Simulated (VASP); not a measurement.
# Li2O (Fm-3m) in VASP: G0W0 quasiparticle levels with PBE

Aim: the G0W0 quasiparticle levels of Li2O with PBE.

All numbers are computed with VASP 6.6.1; they aren't measurements. Logs are shortened: lines on timing, memory, paths and dates and some standing lists are left out, and cuts for length are marked.

### Step 1. The cell of the first run

It takes space group Fm-3m (No. 225, cubic). The conventional cell has a = 4.573 Å, b = 4.573 Å, c = 4.573 Å, α = 90.00°, β = 90.00°, γ = 90.00°. Li (site symmetry -43m) has 4 O at 1.98 Å and 6 Li at 2.29 Å within 2.6 Å. O (site symmetry m-3m) has 8 Li at 1.98 Å within 2.6 Å.

### Step 2. G0W0 quasiparticle levels, PBE

Input file POSCAR:

```
Li2O
1.0
    0.0000000000      2.2863690217      2.2863690217
    2.2863690217      0.0000000000      2.2863690217
    2.2863690217      2.2863690217      0.0000000000
Li O
2 1
Direct
    0.2500000000      0.2500000000      0.2500000000
    0.7500000000      0.7500000000      0.7500000000
    0.0000000000      0.0000000000      0.0000000000
```

Input file INCAR.step1:

```
ALGO = Normal
EDIFF = 1E-8
ENCUT = 500
GGA = PE
ISMEAR = 0
LASPH = T
LCHARG = F
LREAL = F
LWAVE = T
NELM = 80
PREC = Accurate
SIGMA = 0.01
```

Input file INCAR.step2:

```
ALGO = Exact
EDIFF = 1E-8
ENCUT = 500
GGA = PE
ISMEAR = 0
ISTART = 1
LASPH = T
LCHARG = F
LOPTICS = T
LREAL = F
LWAVE = T
NBANDS = 44
NELM = 1
PREC = Accurate
SIGMA = 0.01
```

Input file INCAR.step3:

```
ALGO = EVGW0
EDIFF = 1E-8
ENCUT = 500
ENCUTGW = 60.0
GGA = PE
ISMEAR = 0
ISTART = 1
LASPH = T
LCHARG = F
LREAL = F
LWAVE = F
NBANDS = 44
NBANDSGW = 12
NELMGW = 1
NOMEGA = 48
PREC = Accurate
PRECFOCK = Fast
SIGMA = 0.01
```

Input file KPOINTS:

```
k-points
0
Gamma
  4 4 4
```

Potentials or basis: VASP PAW PBE potentials, release 64 (Li_GW, O_GW).

Started as:

```
cat potpaw_PBE.64/Li_GW/POTCAR potpaw_PBE.64/O_GW/POTCAR > POTCAR
cp INCAR.step1 INCAR
mpirun -np 1 vasp_std > vasp.out
cp INCAR.step2 INCAR
mpirun -np 1 vasp_std > vasp.out
cp INCAR.step3 INCAR
mpirun -np 1 vasp_std > vasp.out
```

OUTCAR:

```text
EDIFF = 1E-8
   ENCUT = 500
   ENCUTGW = 60.0
   GGA = PE
   ISMEAR = 0
   ISTART = 1
   LASPH = T
   LREAL = F
   NELMGW = 1
   PREC = Accurate
   PRECFOCK = Fast

 ion  position               nearest neighbor table
   1  0.250  0.250  0.250-   3 1.98   3 1.98   3 1.98   3 1.98   2 2.29   2 2.29   2 2.29   2 2.29
                             2 2.29   2 2.29
   2  0.750  0.750  0.750-   3 1.98   3 1.98   3 1.98   3 1.98   1 2.29   1 2.29   1 2.29   1 2.29
                             1 2.29   1 2.29
   3  0.000  0.000  0.000-   2 1.98   2 1.98   2 1.98   1 1.98   1 1.98   1 1.98   2 1.98   1 1.98

  LATTYP: Found a face centered cubic cell.
 ALAT       =     4.5727380434

  Lattice vectors:

 A1 = (   0.0000000000,   2.2863690217,   2.2863690217)
 A2 = (   2.2863690217,   0.0000000000,   2.2863690217)
 A3 = (   2.2863690217,   2.2863690217,   0.0000000000)

Analysis of symmetry for initial positions (statically):
=====================================================================
 Subroutine PRICEL returns:
 Original cell was already a primitive cell.

 Routine SETGRP: Setting up the symmetry group for a
 face centered cubic supercell.

 Subroutine GETGRP returns: Found 48 space group operations
 (whereof 48 operations were pure point group operations)
 out of a pool of 48 trial point group operations.

The static configuration has the point symmetry O_h .

Analysis of symmetry for dynamics (positions and initial velocities):
=====================================================================
 Subroutine PRICEL returns:
 Original cell was already a primitive cell.

 Routine SETGRP: Setting up the symmetry group for a
 face centered cubic supercell.

 Subroutine GETGRP returns: Found 48 space group operations
 (whereof 48 operations were pure point group operations)
 out of a pool of 48 trial point group operations.

The dynamic configuration has the point symmetry O_h .

 Subroutine INISYM returns: Found 48 space group operations
 (whereof 48 operations are pure point group operations),
 and found     1 'primitive' translations

----------------------------------------------------------------------------------------

                                     Primitive cell

  volume of cell :      23.9039

  direct lattice vectors                    reciprocal lattice vectors
     0.000000000  2.286369022  2.286369022    -0.218687358  0.218687358  0.218687358
     2.286369022  0.000000000  2.286369022     0.218687358 -0.218687358  0.218687358
     2.286369022  2.286369022  0.000000000     0.218687358  0.218687358 -0.218687358

  length of vectors
     3.233414079  3.233414079  3.233414079     0.378777614  0.378777614  0.378777614

  position of ions in fractional coordinates (direct lattice)
     0.250000000  0.250000000  0.250000000
     0.750000000  0.750000000  0.750000000
     0.000000000  0.000000000  0.000000000

  ion indices of the primitive-cell ions
   primitive index   ion index
                 1           1
                 2           2
                 3           3

----------------------------------------------------------------------------------------

 KPOINTS: k-points

Automatic generation of k-mesh.
 Grid dimensions read from file:
 generate k-points for:    4    4    4

 Generating k-lattice:

  Cartesian coordinates                     Fractional coordinates (reciprocal lattice)
    -0.054671839  0.054671839  0.054671839     0.250000000  0.000000000  0.000000000
     0.054671839 -0.054671839  0.054671839     0.000000000  0.250000000  0.000000000
     0.054671839  0.054671839 -0.054671839     0.000000000  0.000000000  0.250000000

  Length of vectors
     0.094694404  0.094694404  0.094694404

  Shift w.r.t. Gamma in fractional coordinates (k-lattice)
     0.000000000  0.000000000  0.000000000

 Subroutine IBZKPT returns following result:
 ===========================================

 Found      8 irreducible k-points:

 Following reciprocal coordinates:
            Coordinates               Weight
  0.000000  0.000000  0.000000      1.000000
  0.250000  0.000000  0.000000      8.000000
  0.500000  0.000000  0.000000      4.000000
  0.250000  0.250000  0.000000      6.000000
  0.500000  0.250000  0.000000     24.000000
 -0.250000  0.250000  0.000000     12.000000
  0.500000  0.500000  0.000000      3.000000
 -0.250000  0.500000  0.250000      6.000000
   k-points           NKPTS =      8   k-points in BZ     NKDIM =     64   number of bands    NBANDS=     44
   number of dos      NEDOS =    301   number of ions     NIONS =      3
   total plane-waves  NPLWV =  13824
   dimension x,y,z NGX =    24 NGY =   24 NGZ =   24
   dimension x,y,z NGXF=    48 NGYF=   48 NGZF=   48
   ions per type =               2   1
   NGX,Y,Z   is equivalent  to a cutoff of  12.34, 12.34, 12.34 a.u.
   NGXF,Y,Z  is equivalent  to a cutoff of  24.68, 24.68, 24.68 a.u.
 SYSTEM =  unknown system
   PREC   = accura    normal or accurate (medium, high low for compatibility)
   ISTART =      1    job   : 0-new  1-cont  2-samecut
   ICHARG =      0    charge: 1-file 2-atom 10-const
   ISPIN  =      1    spin polarized calculation?
   LNONCOLLINEAR =      F non collinear calculations
   LSORBIT =      F    spin-orbit coupling
   LASPH  =      T    aspherical Exc in radial PAW
   ENCUT  =  500.0 eV  36.75 Ry    6.06 a.u.   5.90  5.90  5.90*2*pi/ulx,y,z
   NELM   =     60;   NELMIN=  2; NELMDL=  0     # of ELM steps
   EDIFF  = 0.1E-07   stopping-criterion for ELM
   LREAL  =      F    real-space projection
   EDIFFG = 0.1E-06   stopping-criterion for IOM
   NSW    =      0    number of steps for IOM
   IBRION =     -1    ionic relax: 0-MD 1-quasi-New 2-CG
   NFREE  =      0    steps in history (QN), initial steepest desc. (CG)
   ISIF   =      0    stress and relaxation
   ISYM   =      3    0-nonsym 1-usesym 2-fastsym
   POTIM  = 0.5000    time-step for ionic-motion
   TEBEG  =    0.0;   TEEND  =   0.0 temperature during run
   PSTRESS=    0.0 pullay stress
   NELECT =       8.0000    total number of electrons
   NUPDOWN=      -1.0000    fix difference up-down
   EMIN   =  10.00;   EMAX   =-10.00  energy-range for DOS
   EFERMI =   0.00;   METHOD = LEGACY
   ISMEAR =     0;   SIGMA  =   0.01  broadening in eV -4-tet -1-fermi 0-gaus
   EFERMI_NEDOS =   21; number of points for ismear=-14 and -15
   IALGO  =     38    algorithm
   IMIX   =      4    mixing-type and parameters
     AMIX     =   0.40;   BMIX     =  1.00
     AMIX_MAG =   1.60;   BMIX_MAG =  1.00
  volume/ion in A,a.u.               =       7.97        53.77
  Fermi-wavevector in a.u.,A,eV,Ry     =   1.136620  2.147900 17.577425  1.291904
  Thomas-Fermi vector in A             =   2.273325
   LORBIT       =      0    0 simple, 1 ext, 2 COOP (PROOUT), +10 PAW based schemes
   GGA     = PE    functional components
   LHFCALC =     T    Hartree Fock is set to
   PRECFOCK=fast      Normal, Fast or Accurate (Low or Medium for compatibility)
   ENCUT4O =  -1.0   cutoff for four orbital integrals eV
   NKREDX  =     1    reduce k-point grid by
   NKREDY  =     1    reduce k-point grid by
   NKREDZ  =     1    reduce k-point grid by
   AEXX    =    1.0000 exact exchange contribution
   HFSCREEN=    0.0000 screening length (either q_TF or 0.3 A-1)
   HFSCREENC=   0.0000 screening length for correlation (either q_TF or 0.3 A-1)
   ENCUTFOCK=  -1.0 apply spherical cutoff to Coloumb kernel
   IVDW    =     0    specifies the selected vdW correction
   LEPSILON=     F    determine dielectric tensor
   LRPA    =     F    only Hartree local field effects (RPA)
   LRPAFORCE           =     F    calculate RPA forces
   ENCUTGW             =  60.0    cutoff for response function in eV
   ENCUTGWSOFT         =  48.0    soft cutoff for Coulomb kernel in GW response function in eV
   ENCUTLF             =  -1.0    cutoff for local field effects
   NELMGW              =     1    number of iterations in solving QP/BSE equation
   NELMHF              =     1    number of iterations in the inner HF iteration
   NKREDLFX            =     1    NKREDLFY  =   1   NKREDLFZ  =   1
 non-spin polarized calculation
 Gauss-broadening in eV      SIGMA  =   0.01
  energy-cutoff  :      500.00
  volume of cell :       23.90
 maximum number of plane-waves:       620
  NGX = 14; NGY = 14; NGZ = 14
   NGX = 11   NGY = 11   NGZ = 11
 maximum number of plane-waves:        28
 NGX is ok and might be reduce to    10

 QP shifts <psi_nk| G(iteration)W_0 |psi_nk>: iteration 1
 for sc-GW calculations column KS-energies equals QP-energies in previous step
 and V_xc(KS)=  KS-energies - (<T + V_ion + V_H > + <T+V_H+V_ion>^1  + <V_x>^1)

 k-point   1 :       0.0000    0.0000    0.0000
  band No.  KS-energies  QP-energies   sigma(KS)   V_xc(KS)     V^pw_x(r,r')   Z            occupation Imag(sigma)

      1     -17.7512     -20.3331     -22.5211     -18.9983     -30.5865       0.7329       2.0000       1.2004
      2      -2.2009      -3.3873     -20.5775     -19.0480     -24.6979       0.7757       2.0000       0.1528
      3      -2.2009      -3.3873     -20.5775     -19.0480     -24.6979       0.7757       2.0000       0.1528
      4      -2.2009      -3.3873     -20.5775     -19.0480     -24.6979       0.7757       2.0000       0.1528
      5       3.3040       4.2156      -8.2904      -9.3941      -4.8011       0.8260       0.0000      -0.1122
      6       9.9299      11.4882      -6.3325      -8.2069      -2.5442       0.8314       0.0000      -0.1235
      7       9.9299      11.4882      -6.3325      -8.2069      -2.5442       0.8314       0.0000      -0.1235
      8       9.9299      11.4882      -6.3325      -8.2069      -2.5442       0.8314       0.0000      -0.1235
      9      17.1744      18.1128      -6.1045      -7.3003      -1.2409       0.7847       0.0000      -0.6552
     10      17.1744      18.1128      -6.1045      -7.3003      -1.2409       0.7847       0.0000      -0.6552
     11      17.1744      18.1128      -6.1045      -7.3003      -1.2409       0.7847       0.0000      -0.6552
     12      19.4814      20.9482      -7.1751      -8.9059      -2.8556       0.8474       0.0000      -0.6295

 k-point   2 :       0.2500    0.0000    0.0000
  band No.  KS-energies  QP-energies   sigma(KS)   V_xc(KS)     V^pw_x(r,r')   Z            occupation Imag(sigma)
[... 97 lines left out ...]
      1     -17.4225     -19.9418     -22.9348     -19.5751     -31.0383       0.7498       2.0000       1.1412
      2      -4.0923      -5.5706     -17.5527     -15.6223     -21.4247       0.7658       2.0000       0.1839
      3      -3.7291      -5.2396     -18.7583     -16.7736     -22.8749       0.7611       2.0000       0.1821
      4      -3.7291      -5.2396     -18.7583     -16.7736     -22.8749       0.7611       2.0000       0.1821
      5       5.0875       6.2840      -9.3619     -10.8367      -6.2189       0.8113       0.0000      -0.1169
      6       8.4725       9.8974      -7.3988      -9.1496      -3.3568       0.8139       0.0000      -0.1565
      7      12.2694      14.0886      -9.9722     -12.2833      -5.5782       0.7872       0.0000      -0.3133
      8      12.2694      14.0886      -9.9722     -12.2833      -5.5782       0.7872       0.0000      -0.3133
      9      16.3079      17.7655      -6.6170      -8.4309      -2.2460       0.8035       0.0000      -0.2964
     10      16.3079      17.7655      -6.6170      -8.4309      -2.2460       0.8035       0.0000      -0.2964
     11      21.4216      23.4001      -7.7444     -10.1228      -2.8800       0.8319       0.0000      -0.8451
     12      22.6394      24.8780      -6.6367      -9.3442      -2.2366       0.8268       0.0000      -0.4579
```

It used 49 s of CPU time on 1 thread of AMD EPYC 7R13 Processor (Zen 3) (shared host).

Results:

| Item | Value |
| --- | --- |
| Band gap on the k mesh, mean-field level | 5.04 eV, indirect (least direct gap 5.50 eV) |
| Quasiparticle gap | 7.09 eV |
| Least direct quasiparticle gap | 7.60 eV |

Caveat: the k points lie up to 0.59 Å⁻¹ apart; bands, screening cutoff and mesh are small and nothing is extrapolated, so the quasiparticle values aren't converged. A k mesh can miss the band edges.
